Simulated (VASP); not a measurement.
The system is As.

```xyz
2
Lattice="2.5737 0.0000 0.0000 0.0000 4.2915 0.0000 0.0000 0.0000 3.9255" Properties=species:S:1:pos:R:3 pbc="T T T"
As    1.2868    0.0000    3.7996
As    0.0000    2.1458    0.1259
```

- Program: VASP 6.6.1
- Task: relaxation of cell and atoms
- Functional: PBE
- Potentials or basis: VASP PAW PBE potentials, release 64 (As)
- Cutoff: 600 eV
- k mesh: 6 × 4 × 4
- Occupations: gaussian, width 0.1 eV
- Spin: no spin polarisation

At the start: pressure 20.2 GPa; volume 21.68 Å³/atom.

How do energy, volume and symmetry change on relaxing?

Over 20 steps the energy falls by 712.1 meV/atom and the volume is 20.84 Å³/atom (-3.9 %); space group Cmmm (No. 65, to 0.05 Å).

The path:
| step | energy change (eV) | largest force (eV/Å) | pressure (GPa) | volume (Å³) |
| --- | --- | --- | --- | --- |
| 1 | 0.0000 | 0.2816 | 20.25 | 43.36 |
| 2 | -0.2536 | 0.0114 | -9.63 | 61.93 |
| 3 | -0.6780 | 0.3443 | -2.45 | 51.68 |
| 4 | -0.7978 | 0.2682 | -1.70 | 49.71 |
| 5 | -0.8184 | 0.0409 | 1.27 | 47.18 |
| 6 | -0.8326 | 0.0908 | -0.42 | 48.09 |
| 7 | -0.9334 | 0.0466 | -0.71 | 46.61 |
| 8 | -1.3746 | 0.2180 | 0.70 | 41.72 |
| 9 | -1.3888 | 0.1599 | -1.72 | 42.36 |
| 10 | -1.3929 | 0.1828 | -0.97 | 42.14 |
| 11 | -1.3978 | 0.1534 | -0.01 | 41.57 |
| 12 | -1.3983 | 0.1422 | 0.42 | 41.34 |
| 13 | -1.4015 | 0.1361 | 0.36 | 41.37 |
| 14 | -1.4097 | 0.1179 | 0.16 | 41.48 |
| 15 | -1.4185 | 0.0537 | -0.43 | 41.69 |
| 16 | -1.4205 | 0.0439 | -0.29 | 41.66 |
| 17 | -1.4235 | 0.0146 | 0.10 | 41.58 |
| 18 | -1.4235 | 0.0103 | 0.16 | 41.57 |
| 19 | -1.4238 | 0.0086 | 0.14 | 41.60 |
| 20 | -1.4243 | 0.0041 | 0.07 | 41.68 |

Final structure:
```yaml
crystal:
  lattice:
    - [2.63090, 0.00000, 0.00000]
    - [0.00000, 5.36865, 0.00000]
    - [0.00000, 0.00000, 2.95082]
  atoms:
    - { symbol: As, position: [0.50000, 0.00000, 0.99897] }
    - { symbol: As, position: [0.00000, 0.50000, 0.00103] }
```

Caveat: the k points lie up to 0.53 Å⁻¹ apart in the final cell; this functional lacks dispersion, which binds the layers, so the pressure and a relaxed spacing across them are unreliable.
